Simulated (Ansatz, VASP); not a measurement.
**Si3N4 in VASP and in Ansatz**

Contents of POSCAR:

```
Si3N4
1.0
    0.0000000000      3.8382500000      3.8382500000
    3.8382500000      0.0000000000      3.8382500000
    3.8382500000      3.8382500000      0.0000000000
Si N
6 8
Direct
    0.1250000000      0.1250000000      0.1250000000
    0.6250000000      0.1250000000      0.1250000000
    0.1250000000      0.1250000000      0.6250000000
    0.1250000000      0.6250000000      0.1250000000
    0.5000000000      0.5000000000      0.5000000000
    0.7500000000      0.7500000000      0.7500000000
    0.8822201176      0.8822201176      0.8822201176
    0.8966603528      0.3677798824      0.3677798824
    0.8822201176      0.8822201176      0.3533396472
    0.3677798824      0.8966603528      0.3677798824
    0.3533396472      0.8822201176      0.8822201176
    0.3677798824      0.3677798824      0.3677798824
    0.8822201176      0.3533396472      0.8822201176
    0.3677798824      0.3677798824      0.8966603528
```

File INCAR.step1:

```
SYSTEM = Si3N4
PREC = Accurate
ENCUT = 520
ISMEAR = -1
SIGMA = 0.02
LREAL = .False.
LASPH = .True.
NELM = 80
NBANDS = 45
GGA = PE
ALGO = Normal
EDIFF = 1E-4
LWAVE = .True.
LCHARG = .False.
```

The input INCAR.step2:

```
SYSTEM = Si3N4
PREC = Accurate
ENCUT = 520
EDIFF = 1E-8
ISMEAR = -1
SIGMA = 0.02
LREAL = .False.
LASPH = .True.
NELM = 80
ALGO = Normal
ISIF = 2
LWAVE = .False.
LCHARG = .False.
METAGGA = R2SCAN
LMIXTAU = .True.
LEFG = .True.
NBANDS = 45
ISTART = 1
```

File KPOINTS:

```
Automatic mesh
0
Gamma
  6 6 6
  0 0 0
```

Input for Ansatz:

```yaml
crystal:
  lattice:
    - [0.0, 3.83825, 3.83825]
    - [3.83825, 0.0, 3.83825]
    - [3.83825, 3.83825, 0.0]
  atoms:
    - { symbol: Si, position: [0.125, 0.125, 0.125] }
    - { symbol: Si, position: [0.625, 0.125, 0.125] }
    - { symbol: Si, position: [0.125, 0.125, 0.625] }
    - { symbol: Si, position: [0.125, 0.625, 0.125] }
    - { symbol: Si, position: [0.5, 0.5, 0.5] }
    - { symbol: Si, position: [0.75, 0.75, 0.75] }
    - { symbol: "N", position: [0.8822201176, 0.8822201176, 0.8822201176] }
    - { symbol: "N", position: [0.8966603528, 0.3677798824, 0.3677798824] }
    - { symbol: "N", position: [0.8822201176, 0.8822201176, 0.3533396472] }
    - { symbol: "N", position: [0.3677798824, 0.8966603528, 0.3677798824] }
    - { symbol: "N", position: [0.3533396472, 0.8822201176, 0.8822201176] }
    - { symbol: "N", position: [0.3677798824, 0.3677798824, 0.3677798824] }
    - { symbol: "N", position: [0.8822201176, 0.3533396472, 0.8822201176] }
    - { symbol: "N", position: [0.3677798824, 0.3677798824, 0.8966603528] }
kpoints:
  mp_grid: { grid: [6, 6, 6] }
scf:
  occupations: { method: fermi_dirac, width: 0.02 }
hamiltonian:
  xc: r2scan
  pseudopotentials: { kind: paw, frozen_core: stored }
output:
  forces: true
  stress: true
  populations: true
  efg: { quadrupole_moments_barn: { "N": 0.02044 } }
  write_density: true
  write_potential: true
  elf: true
  volumetric_format: npy
```

Alike in both runs: task electric field gradients; functional r2SCAN; k mesh 6 × 6 × 6; occupations fermi-dirac, width 0.02 eV; no spin polarisation.

|  | VASP | Ansatz |
| --- | --- | --- |
| version | VASP 6.6.1 | Ansatz 0.2.0 |
| potentials or method | VASP PAW PBE potentials, release 64 (Si, N) | plane-wave PAW, scalar-relativistic |
| plane-wave cutoff (eV) | 520 | 500 |
| valence electrons in the cell | 64 | 64 |

```csv
,VASP,Ansatz,Ansatz less VASP
gap on the k mesh at the Fermi level (eV),4.12,4.11,-0.005
pressure (GPa),7.1,6.5,-0.60
rms of the force components (eV/Å),0.019,0.030,+0.0106
size of Vzz on the site where it differs most (V/Å²),27.0,29.8,+2.83
```

VASP's potentials were made for PBE, not for r2SCAN. Atom by atom the forces differ by 0.011 eV/Å (rms over components).
